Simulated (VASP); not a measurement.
# YTe (Fm-3m) in VASP: a series of runs, part 2 of 2

VASP 6.6.1. Earlier steps stand in the parts before.

### Step 4. Vibrations by perturbation theory, LDA

This run uses another cell than the first one, of 27.43 Å³/atom.

File INCAR:

```
SYSTEM = YTe
ALGO     = Normal         ! electronic algorithm
EDIFF    = 1E-8           ! SCF threshold, eV
ENCUT    = 520            ! plane-wave cutoff, eV
GGA      = CA             ! functional
IBRION   = 8              ! ionic algorithm
ISIF     = 2              ! what is computed and relaxed
ISMEAR   = -1             ! smearing method
LASPH    = .True.         ! aspherical terms in the spheres
LCHARG   = .False.        ! write CHGCAR
LREAL    = .False.        ! projectors in reciprocal space
LWAVE    = .False.        ! write WAVECAR
NBANDS   = 16             ! bands
NELM     = 100            ! most SCF steps
NSW      = 1              ! ionic steps
PREC     = Accurate       ! precision mode
SIGMA    = 0.15           ! smearing width, eV
```

File KPOINTS:

```
k-points
0
Gamma
  12 12 12
  0 0 0
```

File POSCAR:

```
YTe
1.0
    0.0000000000      3.0160063238      3.0160063238
    3.0160063238      0.0000000000      3.0160063238
    3.0160063238      3.0160063238      0.0000000000
Y Te
1 1
Direct
    0.0000000000      0.0000000000      0.0000000000
    0.5000000000      0.5000000000      0.5000000000
```

Potentials or basis: VASP PAW LDA potentials, release 64 (Y_sv, Te).

On the command line:

```console
$ cat potpaw_LDA.64/Y_sv/POTCAR potpaw_LDA.64/Te/POTCAR > POTCAR
$ mpirun -np 1 vasp_std > vasp.out
```

OUTCAR:

```text
SYSTEM = YTe
   EDIFF = 1E-8
   ENCUT = 520
   GGA = CA
   IBRION = 8
   ISIF = 2
   ISMEAR = -1
   LASPH = .True.
   LREAL = .False.
   NELM = 100
   NSW = 1
   PREC = Accurate

 ion  position               nearest neighbor table
   1  0.000  0.000  0.000-   2 3.02   2 3.02   2 3.02   2 3.02   2 3.02   2 3.02
   2  0.500  0.500  0.500-   1 3.02   1 3.02   1 3.02   1 3.02   1 3.02   1 3.02

  LATTYP: Found a face centered cubic cell.
 ALAT       =     6.0320126476

  Lattice vectors:

 A1 = (   0.0000000000,   3.0160063238,   3.0160063238)
 A2 = (   3.0160063238,   0.0000000000,   3.0160063238)
 A3 = (   3.0160063238,   3.0160063238,   0.0000000000)

Analysis of symmetry for initial positions (statically):
=====================================================================
 Subroutine PRICEL returns:
 Original cell was already a primitive cell.

 Routine SETGRP: Setting up the symmetry group for a
 face centered cubic supercell.

 Subroutine GETGRP returns: Found 48 space group operations
 (whereof 48 operations were pure point group operations)
 out of a pool of 48 trial point group operations.

The static configuration has the point symmetry O_h .

Analysis of symmetry for dynamics (positions and initial velocities):
=====================================================================
 Subroutine PRICEL returns:
 Original cell was already a primitive cell.

 Routine SETGRP: Setting up the symmetry group for a
 face centered cubic supercell.

 Subroutine GETGRP returns: Found 48 space group operations
 (whereof 48 operations were pure point group operations)
 out of a pool of 48 trial point group operations.

The dynamic configuration has the point symmetry O_h .

 Subroutine INISYM returns: Found 48 space group operations
 (whereof 48 operations are pure point group operations),
 and found     1 'primitive' translations

----------------------------------------------------------------------------------------

                                     Primitive cell

  volume of cell :      54.8690

  direct lattice vectors                    reciprocal lattice vectors
     0.000000000  3.016006324  3.016006324    -0.165782146  0.165782146  0.165782146
     3.016006324  0.000000000  3.016006324     0.165782146 -0.165782146  0.165782146
     3.016006324  3.016006324  0.000000000     0.165782146  0.165782146 -0.165782146

  length of vectors
     4.265277047  4.265277047  4.265277047     0.287143099  0.287143099  0.287143099

  position of ions in fractional coordinates (direct lattice)
     0.000000000  0.000000000  0.000000000
     0.500000000  0.500000000  0.500000000

  ion indices of the primitive-cell ions
[... 125 lines left out ...]

 val. band max:        7.0518287862   @ k =   0.5000   0.2500   0.0833
 cond. band min:       7.1583401415   @ k =   0.1667   0.0000   0.0000
 fundamental gap:      0.1065113553
 Fermi energy:         7.1104284074

 k-point     1 :       0.0000    0.0000    0.0000
  band No.  band energies     occupation
      1     -36.2897      2.00000
      2     -16.4227      2.00000
      3     -16.4227      2.00000
      4     -16.4227      2.00000
      5      -6.2394      2.00000
      6       4.9938      2.00000
[... 433 lines left out ...]
      3     -16.4579      2.00000
      4     -16.4349      2.00000
      5      -5.0656      2.00000
      6       1.0429      2.00000
[... 8 lines left out ...]
     15      13.4295      0.00000
     16      13.8055      0.00000

 [... further k-points ...]

------------------------ aborting loop because EDIFF is reached ----------------------------------------

  FORCE on cell =-STRESS in cart. coord.  units (eV):
  Direction    XX          YY          ZZ          XY          YZ          ZX
  --------------------------------------------------------------------------------------
  -------------------------------------------------------------------------------------
  Total        0.0432622      0.0432622      0.0432622     -0.0000000      0.0000000      0.0000000
  in kB        1.2632584      1.2632584      1.2632584     -0.0000000      0.0000000      0.0000000
  external PRESSURE =       1.2632584 kB  Pullay stress =       0.0000000 kB

 VOLUME and BASIS-vectors are now :
 -----------------------------------------------------------------------------
  energy-cutoff  :      520.00
  volume of cell :       54.87
      direct lattice vectors                 reciprocal lattice vectors
     0.000000000  3.016006324  3.016006324    -0.165782146  0.165782146  0.165782146
     3.016006324  0.000000000  3.016006324     0.165782146 -0.165782146  0.165782146
     3.016006324  3.016006324  0.000000000     0.165782146  0.165782146 -0.165782146

 POSITION                                       TOTAL-FORCE (eV/Angst)
 -----------------------------------------------------------------------------------
      0.00000      0.00000      0.00000         0.000000      0.000000     -0.000000
      3.01601      3.01601      3.01601         0.000000      0.000000      0.000000
 -----------------------------------------------------------------------------------
    total drift:                                0.000000     -0.000000     -0.000000

  FREE ENERGIE OF THE ION-ELECTRON SYSTEM (eV)
  ---------------------------------------------------
  free  energy   TOTEN  =       -13.6272868385 eV

  energy  without entropy=      -13.5466266519  energy(sigma->0) =      -13.58695675

[... ionic steps 2 to 3 ...]

--------------------------------------- Ionic step        4  -------------------------------------------

------------------------ aborting loop because EDIFF is reached ----------------------------------------

[... ionic steps 5 to 6 ...]

--------------------------------------- Ionic step        7  -------------------------------------------

 Free energy of the ion-electron system (eV)
  ---------------------------------------------------
  ---------------------------------------------------
  free energy    TOTEN  =        -0.04915920 eV

  energy without entropy =       -0.04915921

------------------------ aborting loop because EDIFF is reached ----------------------------------------

 INTERNAL STRAIN TENSOR  FOR ION    2  DIRECTION 1   (eV/Angst):
 -----------------------------------------------------------------------------
     0.00373 -0.00000  0.00000
     0.00000  0.00197 -0.00000
    -0.00000 -0.00000  0.00197

 INTERNAL STRAIN TENSOR FOR ION    2 for displacements in x,y,z  (eV/Angst):
          X           Y           Z          XY          YZ          ZX
  --------------------------------------------------------------------------------
  x     0.00000     0.00000     0.00000     0.00000     0.00000     0.00000
  y     0.00000     0.00000     0.00000     0.00000     0.00000     0.00000
  z     0.00000     0.00000     0.00000     0.00000     0.00000     0.00000

 SECOND DERIVATIVES (NOT SYMMETRIZED)
 ------------------------------------
               1X          1Y          1Z          2X          2Y          2Z
  1X    -6.345484    0.000000    0.000000    6.345484    0.000000    0.000000
  1Y     0.000000   -6.345484    0.000000    0.000000    6.345484    0.000000
  1Z     0.000000    0.000000   -6.345484    0.000000    0.000000    6.345484
  2X     6.344531    0.000000    0.000000   -6.344531    0.000000    0.000000
  2Y     0.000000    6.344531    0.000000    0.000000   -6.344531    0.000000
  2Z     0.000000    0.000000    6.344531    0.000000    0.000000   -6.344531

 Eigenvectors and eigenvalues of the dynamical matrix
 ----------------------------------------------------

   1 f  =    5.440187 THz    34.181701 2PiTHz  181.465093 cm-1    22.498794 meV
             X         Y         Z           dx          dy          dz
      0.000000  0.000000  0.000000     0.000000    0.767722    0.000000
      3.016006  3.016006  3.016006     0.000000   -0.640784    0.000000
[... 21 lines left out ...]
   6 f/i=    0.000201 THz     0.001263 2PiTHz    0.006703 cm-1     0.000831 meV
             X         Y         Z           dx          dy          dz
      0.000000  0.000000  0.000000     0.000000    0.000000   -0.640784
      3.016006  3.016006  3.016006     0.000000    0.000000   -0.767722

--------------------------------------------------------------------------------------------------------

 ELASTIC MODULI CONTR FROM IONIC RELAXATION (kBar)
 Direction    XX          YY          ZZ          XY          YZ          ZX
 --------------------------------------------------------------------------------
 XX           0.0000      0.0000      0.0000      0.0000      0.0000      0.0000
 YY           0.0000      0.0000      0.0000      0.0000      0.0000      0.0000
 ZZ           0.0000      0.0000      0.0000      0.0000      0.0000      0.0000
 XY           0.0000      0.0000      0.0000      0.0000      0.0000      0.0000
 YZ           0.0000      0.0000      0.0000      0.0000      0.0000      0.0000
 ZX           0.0000      0.0000      0.0000      0.0000      0.0000      0.0000
 --------------------------------------------------------------------------------
```

Wall time 12 min (1 thread of Intel Xeon 8259CL, shared host); peak memory 0.45 GiB.

What came out:

```
Highest phonon frequency at Γ, LO-TO splitting left out : 181 cm⁻¹
```

Phonon frequencies in cm⁻¹ (negative: imaginary):
```tsv
q point	frequencies
(0.000, 0.000, 0.000)	0 0 0 181 181 181
```

Caveat: spin-orbit coupling is left out, which moves the levels of the heavy elements.
